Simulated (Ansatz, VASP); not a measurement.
## One calculation of Al3Pd, two programs

```
CELL_PARAMETERS angstrom
3.94691 0.00000 0.00000
0.00000 3.94691 0.00000
0.00000 0.00000 3.94691
ATOMIC_POSITIONS crystal
Al 0.00000 0.50000 0.50000
Al 0.50000 0.00000 0.50000
Al 0.50000 0.50000 0.00000
Pd 0.00000 0.00000 0.00000
```

Alike in both runs: task single point; functional PBE; k mesh 7 × 7 × 7; no spin polarisation.

```csv
,VASP,Ansatz
version,VASP 6.6.1,Ansatz 0.2.0
potentials or method,"VASP PAW PBE potentials, release 64 (Al, Pd)","plane waves, norm-conserving potentials"
plane-wave cutoff (eV),500,1116
occupations,"fermi-dirac, width 0.1 eV",fermi-dirac
valence electrons in the cell,19,27
```

```tsv
	VASP	Ansatz	Ansatz less VASP
gap on the k mesh at the Fermi level (eV)	none	none	-
pressure (GPa)	1.4	1.4	+0.05
```

A gap of «none» marks a metal or a gap that the smearing closes. VASP's potentials hold 19 valence electrons a cell and Ansatz's 27, so a difference there can come from the potentials and not from the codes.
